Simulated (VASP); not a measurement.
Here is a VASP 6.6.1 calculation.

INCAR

```
SYSTEM = K
PREC = Accurate
ENCUT = 520
EDIFF = 1E-6
ISMEAR = 0
SIGMA = 0.1
LREAL = .FALSE.
LASPH = .TRUE.
NELM = 80
ALGO = Fast
ISIF = 2
LWAVE = .FALSE.
LCHARG = .TRUE.
GGA = PE
LELF = .TRUE.
LVHAR = .TRUE.
NBANDS = 50
```

KPOINTS

```
regular mesh
0
G
  9 9 1
  0 0 0
```

POSCAR

```
K
1.0
    4.4362677996      0.0000000000      0.0000000000
   -2.2181338998      3.8419206125      0.0000000000
    0.0000000000      0.0000000000     32.3769943797
K
9
Direct
    0.0000000000      0.0000000000      0.0000000000
    0.0000000000      0.0000000000      0.7777896062
    0.3333333333      0.6666666667      0.8888770605
    0.6666666667      0.3333333333      0.3333333333
    0.6666666667      0.3333333333      0.1111229395
    0.0000000000      0.0000000000      0.2222103938
    0.3333333333      0.6666666667      0.6666666667
    0.3333333333      0.6666666667      0.4444562728
    0.6666666667      0.3333333333      0.5555437272
```

Potentials or basis: VASP PAW PBE potentials, release 64 (K_sv).

Command:

```sh
$ cat potpaw_PBE.64/K_sv/POTCAR > POTCAR
$ mpirun -np 1 vasp_std > vasp.out
```

Q: Predict the band gap on the k mesh.

A: Zero (an odd number of electrons rules out a gap without spin polarisation).

Q: Predict the pressure.

A: 0.9 GPa.

Stress tensor (GPa, compression positive):
```
0.90 0.00 0.00
0.00 0.90 0.00
0.00 0.00 1.00
```

Caveat: the cell differs from its parent crystal (equal strain along all axes, cell held: -6.0 %, then relaxed in part).
